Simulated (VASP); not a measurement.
SiC3, 4 atoms in the cell. The typed cell holds 4 atoms: a = 3.623 Å, b = 3.623 Å, c = 3.641 Å, α = 90.00°, β = 90.00°, γ = 120.00°. The cell was built from a structure type or drawn by symmetry, and may not be a known phase.

| Item | Value |
| --- | --- |
| Program | VASP 6.6.1 |
| Task | single point |
| Functional | PBE |
| Potentials or basis | VASP PAW PBE potentials, release 64 (Si, C) |
| Cutoff | 600 eV |
| k mesh | 5 × 5 × 5 |
| Occupations | gaussian, width 0.2 eV |
| Spin | no spin polarisation |
| Dipole correction | no |
| Further INCAR settings | ALGO = Normal; EDIFF = 1e-06; NBANDS = 16 |

Potentials or basis: VASP PAW PBE potentials, release 64 (Si, C).

The run is started by

```console
$ cat potpaw_PBE.64/Si/POTCAR potpaw_PBE.64/C/POTCAR > POTCAR
$ mpirun -np 1 vasp_std > vasp.out
```

Hardware: 1 thread of Intel(R) Xeon(R) Platinum 8488C (Sapphire Rapids), on a shared host.

Question: Estimate the wall time of this run.

Answer: Wall time 8.6 s on 1 thread of Intel(R) Xeon(R) Platinum 8488C (Sapphire Rapids), with other jobs on the host, peak memory 0.16 GiB. Counts: scf iterations 14, k points 15.
